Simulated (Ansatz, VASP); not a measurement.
## P: VASP beside Ansatz

Contents of INCAR:

```
SYSTEM = P
  ALGO = Normal
  EDIFF = 1E-6
  ENCUT = 520
  GGA = PS
  ISIF = 2
  ISMEAR = -1
  LASPH = .TRUE.
  LCHARG = .TRUE.
  LELF = .TRUE.
  LREAL = .FALSE.
  LVHAR = .TRUE.
  LWAVE = .FALSE.
  NBANDS = 12
  NELM = 80
  PREC = Accurate
  SIGMA = 0.08
```

The input KPOINTS:

```
k-points
0
G
  16 16 9
  0 0 0
```

Contents of POSCAR:

```
P
1.0
    3.2459426066      0.0000000000      0.0000000000
   -1.6229713033      2.8110687566      0.0000000000
    0.0000000000      0.0000000000      3.1945237724
P
2
Direct
    0.3333333333      0.6666666667      0.2500000000
    0.6666666667      0.3333333333      0.7500000000
```

Input for Ansatz:

```yaml
crystal:
  lattice:
    - [3.2459426066, 0.0, 0.0]
    - [-1.6229713033, 2.8110687566, 0.0]
    - [0.0, 0.0, 3.1945237724]
  atoms:
    - { symbol: P, position: [0.3333333333, 0.6666666667, 0.25] }
    - { symbol: P, position: [0.6666666667, 0.3333333333, 0.75] }
kpoints:
  mp_grid: { grid: [16, 16, 9] }
  band_path:
    path:
      - [0.0, 0.0, 0.0]
      - [0.5, 0.0, 0.0]
      - [0.3333333333, 0.3333333333, 0.0]
      - [0.0, 0.0, 0.0]
      - [0.0, 0.0, 0.5]
      - [0.5, 0.0, 0.5]
      - [0.3333333333, 0.3333333333, 0.5]
      - [0.0, 0.0, 0.5]
      - [0.5, 0.0, 0.5]
    npoints: 8
scf:
  occupations: { method: fermi_dirac, width: 0.08 }
  mixing: { preconditioner: kerker_dos }
hamiltonian:
  xc: pbesol
  pseudopotentials: { kind: paw }
output:
  forces: true
  stress: true
  eigenvalues: true
  populations: true
```

Alike in both runs: task single point; functional PBEsol; k mesh 16 × 16 × 9; occupations fermi-dirac, width 0.08 eV; no spin polarisation.

|  | VASP | Ansatz |
| --- | --- | --- |
| version | VASP 6.6.1 | Ansatz 0.2.0 |
| potentials or method | VASP PAW PBE potentials, release 64 (P) | PAW with Ansatz's default frozen-core files, scalar-relativistic |
| plane-wave cutoff (eV) | 520 | 420 |
| valence electrons in the cell | 10 | 10 |

```csv
,VASP,Ansatz,Ansatz less VASP
gap on the k mesh at the Fermi level (eV),none,none,-
pressure (GPa),0.1,0.0,-0.11
```

VASP's potentials were made for PBE, not for PBEsol. A gap of «none» marks a metal or a gap that the smearing closes.
